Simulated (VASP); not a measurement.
Input of a VASP 6.6.1 run:

Contents of INCAR:

```
SYSTEM = Cl
PREC = Accurate
ENCUT = 520
EDIFF = 1E-6
ISMEAR = -1
SIGMA = 0.08
LREAL = .FALSE.
LASPH = .TRUE.
NELM = 100
ALGO = Normal
ISIF = 2
LWAVE = .FALSE.
LCHARG = .TRUE.
GGA = PS
LELF = .TRUE.
LVHAR = .TRUE.
NBANDS = 14
```

File KPOINTS:

```
Automatic mesh
0
G
  15 15 8
  0 0 0
```

File POSCAR:

```
Cl
1.0
    2.9301437371      0.0000000000      0.0000000000
   -1.4650718685      2.5375789130      0.0000000000
    0.0000000000      0.0000000000      3.8724671356
Cl
2
Direct
    0.3333333333      0.6666666667      0.2500000000
    0.6666666667      0.3333333333      0.7500000000
```

Potentials or basis: VASP PAW PBE potentials, release 64 (Cl).

Command:

```sh
$ cat potpaw_PBE.64/Cl/POTCAR > POTCAR
$ mpirun -np 1 vasp_std > vasp.out
```

Estimate the band gap on the k mesh.

zero (bands 7 and 8 overlap by 3.33 eV).

Predict the pressure.

29.3 GPa.

Caveat: the cell stands under pressure; the PAW data sets were made with another functional, which shifts forces and pressure a little.
